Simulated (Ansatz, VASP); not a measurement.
Hf in VASP and in Ansatz

```
Hf
1.0
     0.00000    2.22000    2.22000
     2.22000    0.00000    2.22000
     2.22000    2.22000    0.00000
Hf
1
Direct
  0.00000 0.00000 0.00000
```

Alike in both runs: task electric field gradients; functional PBE; k mesh 13 × 13 × 13; occupations fermi-dirac, width 0.03 eV; no spin polarisation.

|  | VASP | Ansatz |
| --- | --- | --- |
| version | VASP 6.6.1 | Ansatz 0.2.0 |
| potentials or method | VASP PAW PBE potentials, release 64 (Hf_pv) | PAW with Ansatz's default frozen-core files, scalar-relativistic |
| plane-wave cutoff (eV) | 400 | 420 |
| valence electrons in the cell | 10 | 26 |

Ansatz gave:

- pressure (GPa): 3.3

Task: Estimate VASP's values.

Result: Pressure (GPa): 2.8.

VASP's potentials hold 10 valence electrons a cell and Ansatz's 26, so a difference there can come from the potentials and not from the codes.

Spin-orbit coupling is off throughout.
